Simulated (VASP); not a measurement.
# W (Fd-3m) in VASP: further runs

W is run at these levels: PBEsol; tasks: single point.

All numbers are computed with VASP 6.6.1; they aren't measurements. Logs are shortened: lines on timing, memory, paths and dates and some standing lists are left out, and cuts for length are marked.

## Step 1: The cell of the first run

The structure is cubic, space group Fd-3m (No. 227). The conventional cell has a = 5.433 Å, b = 5.433 Å, c = 5.433 Å, α = 90.00°, β = 90.00°, γ = 90.00°. W (site symmetry -43m) has 4 W at 2.35 Å within 3.1 Å.

## Step 2: Single point, PBEsol (volume scaled by 0.84)

Contents of INCAR:

```
  PREC = Accurate
  ENCUT = 520
  EDIFF = 1E-6
  ISMEAR = -1
  SIGMA = 0.1
  LREAL = F
  LASPH = T
  NELM = 80
  ALGO = Normal
  ISIF = 2
  LWAVE = F
  LCHARG = T
  GGA = PS
  LELF = T
  LVHAR = T
  NBANDS = 21
```

Contents of KPOINTS:

```
Automatic mesh
0
Gamma
  14 14 14
```

Contents of POSCAR:

```
W
1.0
    0.0000000000      2.7164080346      2.7164080346
    2.7164080346      0.0000000000      2.7164080346
    2.7164080346      2.7164080346      0.0000000000
W
2
Direct
   -0.1250000000     -0.1250000000     -0.1250000000
    0.1250000000      0.1250000000      0.1250000000
```

Potentials or basis: VASP PAW PBE potentials, release 64 (W_sv).

The run is started by

```sh
$ cat potpaw_PBE.64/W_sv/POTCAR > POTCAR
$ mpirun -np 1 vasp_std > vasp.out
```

OUTCAR:

```text
PREC = Accurate
   ENCUT = 520
   EDIFF = 1E-6
   ISMEAR = -1
   LREAL = F
   LASPH = T
   NELM = 80
   ISIF = 2
   GGA = PS

 ion  position               nearest neighbor table
   1  0.875  0.875  0.875-   2 2.35   2 2.35   2 2.35   2 2.35
   2  0.125  0.125  0.125-   1 2.35   1 2.35   1 2.35   1 2.35

  LATTYP: Found a face centered cubic cell.
 ALAT       =     5.4328160692

  Lattice vectors:

 A1 = (   0.0000000000,   2.7164080346,   2.7164080346)
 A2 = (   2.7164080346,   0.0000000000,   2.7164080346)
 A3 = (   2.7164080346,   2.7164080346,   0.0000000000)

Analysis of symmetry for initial positions (statically):
=====================================================================
 Subroutine PRICEL returns:
 Original cell was already a primitive cell.

 Routine SETGRP: Setting up the symmetry group for a
 face centered cubic supercell.

 Subroutine GETGRP returns: Found 48 space group operations
 (whereof 12 operations were pure point group operations)
 out of a pool of 48 trial point group operations.

The static configuration has the point symmetry D_3d.
 The point group associated with its full space group is O_h .

Analysis of symmetry for dynamics (positions and initial velocities):
=====================================================================
 Subroutine PRICEL returns:
 Original cell was already a primitive cell.

 Routine SETGRP: Setting up the symmetry group for a
 face centered cubic supercell.

 Subroutine GETGRP returns: Found 48 space group operations
 (whereof 12 operations were pure point group operations)
 out of a pool of 48 trial point group operations.

The dynamic configuration has the point symmetry D_3d.
 The point group associated with its full space group is O_h .

 Subroutine INISYM returns: Found 48 space group operations
 (whereof 12 operations are pure point group operations),
 and found     1 'primitive' translations

----------------------------------------------------------------------------------------

                                     Primitive cell

  volume of cell :      40.0881

  direct lattice vectors                    reciprocal lattice vectors
     0.000000000  2.716408035  2.716408035    -0.184066603  0.184066603  0.184066603
     2.716408035  0.000000000  2.716408035     0.184066603 -0.184066603  0.184066603
     2.716408035  2.716408035  0.000000000     0.184066603  0.184066603 -0.184066603

  length of vectors
     3.841581083  3.841581083  3.841581083     0.318812709  0.318812709  0.318812709

  position of ions in fractional coordinates (direct lattice)
     0.875000000  0.875000000  0.875000000
     0.125000000  0.125000000  0.125000000

  ion indices of the primitive-cell ions
   primitive index   ion index
                 1           1
                 2           2

----------------------------------------------------------------------------------------

 KPOINTS: Automatic mesh

Automatic generation of k-mesh.
 Grid dimensions read from file:
 generate k-points for:   14   14   14

 Generating k-lattice:

  Cartesian coordinates                     Fractional coordinates (reciprocal lattice)
    -0.013147615  0.013147615  0.013147615     0.071428571  0.000000000  0.000000000
     0.013147615 -0.013147615  0.013147615     0.000000000  0.071428571  0.000000000
     0.013147615  0.013147615 -0.013147615     0.000000000  0.000000000  0.071428571

  Length of vectors
     0.022772336  0.022772336  0.022772336

  Shift w.r.t. Gamma in fractional coordinates (k-lattice)
     0.000000000  0.000000000  0.000000000

 Subroutine IBZKPT returns following result:
 ===========================================

 Found    104 irreducible k-points:

 Following reciprocal coordinates:
            Coordinates               Weight
  0.000000  0.000000  0.000000      1.000000
  0.071429  0.000000  0.000000      8.000000
  0.142857  0.000000  0.000000      8.000000
  0.214286  0.000000  0.000000      8.000000
  0.285714  0.000000  0.000000      8.000000
  0.357143  0.000000  0.000000      8.000000
[... 16 lines left out ...]
  0.214286  0.142857  0.000000     24.000000
  0.285714  0.142857  0.000000     24.000000
 [... further k-points ...]
   k-points           NKPTS =    104   k-points in BZ     NKDIM =    104   number of bands    NBANDS=     21
   number of dos      NEDOS =    301   number of ions     NIONS =      2
   total plane-waves  NPLWV =  27000
   dimension x,y,z NGX =    30 NGY =   30 NGZ =   30
   dimension x,y,z NGXF=    60 NGYF=   60 NGZF=   60
   ions per type =               2
   NGX,Y,Z   is equivalent  to a cutoff of  12.98, 12.98, 12.98 a.u.
   NGXF,Y,Z  is equivalent  to a cutoff of  25.97, 25.97, 25.97 a.u.
 SYSTEM =  unknown system
   PREC   = accura    normal or accurate (medium, high low for compatibility)
   ISTART =      0    job   : 0-new  1-cont  2-samecut
   ICHARG =      2    charge: 1-file 2-atom 10-const
   ISPIN  =      1    spin polarized calculation?
   LNONCOLLINEAR =      F non collinear calculations
   LSORBIT =      F    spin-orbit coupling
   LASPH  =      T    aspherical Exc in radial PAW
   ENCUT  =  520.0 eV  38.22 Ry    6.18 a.u.   7.14  7.14  7.14*2*pi/ulx,y,z
   NELM   =     80;   NELMIN=  2; NELMDL= -5     # of ELM steps
   EDIFF  = 0.1E-05   stopping-criterion for ELM
   LREAL  =      F    real-space projection
   EDIFFG = 0.1E-04   stopping-criterion for IOM
   NSW    =      0    number of steps for IOM
   IBRION =     -1    ionic relax: 0-MD 1-quasi-New 2-CG
   NFREE  =      0    steps in history (QN), initial steepest desc. (CG)
   ISIF   =      2    stress and relaxation
   ISYM   =      2    0-nonsym 1-usesym 2-fastsym
   POTIM  = 0.5000    time-step for ionic-motion
   TEBEG  =    0.0;   TEEND  =   0.0 temperature during run
   PSTRESS=    0.0 pullay stress
   NELECT =      28.0000    total number of electrons
   NUPDOWN=      -1.0000    fix difference up-down
   EMIN   =  10.00;   EMAX   =-10.00  energy-range for DOS
   EFERMI =   0.00;   METHOD = LEGACY
   ISMEAR =    -1;   SIGMA  =   0.10  broadening in eV -4-tet -1-fermi 0-gaus
   EFERMI_NEDOS =   21; number of points for ismear=-14 and -15
   IALGO  =     38    algorithm
   IMIX   =      4    mixing-type and parameters
     AMIX     =   0.40;   BMIX     =  1.00
     AMIX_MAG =   1.60;   BMIX_MAG =  1.00
  volume/ion in A,a.u.               =      20.04       135.26
  Fermi-wavevector in a.u.,A,eV,Ry     =   1.452521  2.744867 28.705817  2.109818
  Thomas-Fermi vector in A             =   2.569894
   LORBIT       =      0    0 simple, 1 ext, 2 COOP (PROOUT), +10 PAW based schemes
   GGA     = PS    functional components
   LHFCALC =     F    Hartree Fock is set to
   AEXX    =    0.0000 exact exchange contribution
   IVDW    =     0    specifies the selected vdW correction
   LEPSILON=     F    determine dielectric tensor
   LRPA    =     F    only Hartree local field effects (RPA)
 non-spin polarized calculation
  energy-cutoff  :      520.00
  volume of cell :       40.09
 maximum number of plane-waves:      1106
 NGX is ok and might be reduce to    30
   NGX = 15   NGY = 15   NGZ = 15

 number of electron      28.0000004 magnetization

 Free energy of the ion-electron system (eV)
  ---------------------------------------------------
  ext. energy  EPLUGINS =         0.00000000
  ---------------------------------------------------
  free energy    TOTEN  =       -21.27746338 eV

  energy without entropy =      -21.20871018  energy(sigma->0) =      -21.24308678

 E-fermi :   7.3367     XC(G=0): -11.9933

 val. band max:        7.3272350942   @ k =   0.4286   0.4286   0.0000
 cond. band min:       7.3506122912   @ k =   0.2857   0.0714   0.0000
 fundamental gap:      0.0233771970
 Fermi energy:         7.3367118332

 k-point     1 :       0.0000    0.0000    0.0000
  band No.  band energies     occupation
      1     -65.8175      2.00000
      2     -65.1241      2.00000
      3     -30.7026      2.00000
      4     -30.7026      2.00000
      5     -30.7026      2.00000
      6     -29.1246      2.00000
[... 13 lines left out ...]
     20      18.6475      0.00000
     21      19.7907      0.00000

 k-point     2 :       0.0714    0.0000    0.0000
  band No.  band energies     occupation
      1     -65.8112      2.00000
      2     -65.1308      2.00000
      3     -30.7128      2.00000
      4     -30.7128      2.00000
      5     -30.7022      2.00000
      6     -29.1251      2.00000
[... 13 lines left out ...]
     20      18.3902      0.00000
     21      20.0088      0.00000

 k-point     3 :       0.1429    0.0000    0.0000
  band No.  band energies     occupation
      1     -65.7928      2.00000
      2     -65.1502      2.00000
      3     -30.7406      2.00000
      4     -30.7406      2.00000
      5     -30.7015      2.00000
      6     -29.1261      2.00000
[... 13 lines left out ...]
     20      18.0809      0.00000
     21      20.2338      0.00000

 k-point     4 :       0.2143    0.0000    0.0000
  band No.  band energies     occupation
      1     -65.7641      2.00000
      2     -65.1804      2.00000
      3     -30.7790      2.00000
      4     -30.7790      2.00000
      5     -30.7012      2.00000
      6     -29.1264      2.00000
[... 13 lines left out ...]
     20      17.8968      0.00000
     21      18.6556      0.00000

 k-point     5 :       0.2857    0.0000    0.0000
  band No.  band energies     occupation
      1     -65.7283      2.00000
      2     -65.2180      2.00000
      3     -30.8194      2.00000
      4     -30.8194      2.00000
      5     -30.7020      2.00000
      6     -29.1253      2.00000
[... 13 lines left out ...]
     20      16.5325      0.00000
     21      17.9253      0.00000

 k-point     6 :       0.3571    0.0000    0.0000
  band No.  band energies     occupation
      1     -65.6907      2.00000
      2     -65.2572      2.00000
      3     -30.8542      2.00000
      4     -30.8542      2.00000
      5     -30.7037      2.00000
      6     -29.1230      2.00000
[... 13 lines left out ...]
     20      14.7233      0.00000
     21      17.9358      0.00000

 k-point     7 :       0.4286    0.0000    0.0000
  band No.  band energies     occupation
      1     -65.6602      2.00000
      2     -65.2888      2.00000
      3     -30.8774      2.00000
      4     -30.8774      2.00000
      5     -30.7054      2.00000
      6     -29.1207      2.00000
[... 13 lines left out ...]
     20      13.3857      0.00000
     21      17.9691      0.00000
[... 291 lines left out ...]
      1     -65.7789      2.00000
      2     -65.1649      2.00000
      3     -30.7938      2.00000
      4     -30.7468      2.00000
      5     -30.6776      2.00000
      6     -29.1508      2.00000
[... 13 lines left out ...]
     20      18.0834      0.00000
     21      19.9314      0.00000

 k-point    21 :      -0.0714    0.0714    0.0000
  band No.  band energies     occupation
      1     -65.8008      2.00000
      2     -65.1417      2.00000
      3     -30.7472      2.00000
      4     -30.7207      2.00000
      5     -30.6906      2.00000
      6     -29.1376      2.00000
[... 13 lines left out ...]
     20      18.2005      0.00000
     21      20.0899      0.00000

 k-point    22 :       0.1429    0.1429    0.0000
  band No.  band energies     occupation
      1     -65.7841      2.00000
      2     -65.1594      2.00000
      3     -30.7851      2.00000
      4     -30.7851      2.00000
      5     -30.6264      2.00000
      6     -29.2092      2.00000
[... 13 lines left out ...]
     20      17.8767      0.00000
     21      20.5124      0.00000

 k-point    23 :       0.2143    0.1429    0.0000
  band No.  band energies     occupation
      1     -65.7622      2.00000
      2     -65.1825      2.00000
      3     -30.8256      2.00000
      4     -30.8247      2.00000
      5     -30.5923      2.00000
      6     -29.2457      2.00000
[... 13 lines left out ...]
     20      17.8139      0.00000
     21      19.6183      0.00000

 k-point    24 :       0.2857    0.1429    0.0000
  band No.  band energies     occupation
      1     -65.7309      2.00000
      2     -65.2153      2.00000
      3     -30.8731      2.00000
      4     -30.8647      2.00000
      5     -30.5631      2.00000
      6     -29.2742      2.00000
[... 13 lines left out ...]
     20      17.6229      0.00000
     21      18.0772      0.00000

 [... further k-points ...]
[... 5 lines left out ...]
  --------------------------------------------------------------------------------------
  -------------------------------------------------------------------------------------
  Total        8.3953440      8.3953440      8.3953440      0.0000000      0.0000000     -0.0000000
  in kB      335.5320903    335.5320903    335.5320903      0.0000000      0.0000000     -0.0000000
  external PRESSURE =     335.5320903 kB  Pullay stress =       0.0000000 kB

 VOLUME and BASIS-vectors are now :
 -----------------------------------------------------------------------------
  energy-cutoff  :      520.00
  volume of cell :       40.09
      direct lattice vectors                 reciprocal lattice vectors
     0.000000000  2.716408035  2.716408035    -0.184066603  0.184066603  0.184066603
     2.716408035  0.000000000  2.716408035     0.184066603 -0.184066603  0.184066603
     2.716408035  2.716408035  0.000000000     0.184066603  0.184066603 -0.184066603

 POSITION                                       TOTAL-FORCE (eV/Angst)
 -----------------------------------------------------------------------------------
      4.75371      4.75371      4.75371        -0.000000     -0.000000     -0.000000
      0.67910      0.67910      0.67910         0.000000      0.000000      0.000000
 -----------------------------------------------------------------------------------
    total drift:                               -0.000000      0.000000      0.000000

  FREE ENERGIE OF THE ION-ELECTRON SYSTEM (eV)
  ---------------------------------------------------
  free  energy   TOTEN  =       -21.2774633754 eV

  energy  without entropy=      -21.2087101819  energy(sigma->0) =      -21.24308678
```

Wall time 77 s (1 thread of Intel Xeon Platinum 8259CL at 2.50GHz (Skylake/Cascade Lake), shared host); peak memory 0.21 GiB.

Results:

| Item | Value |
| --- | --- |
| Free energy | -21.2775 eV |
| Pressure | 33.6 GPa |
| Band gap on the k mesh | zero (band 14 reaches 7.91 eV, above the bottom of band 15 at 6.91 eV) |

Caveat: the PAW data sets were made with another functional, which shifts forces and pressure a little; spin-orbit coupling is left out, which moves the levels of the heavy elements.

(Continued in part 2 of 2.)
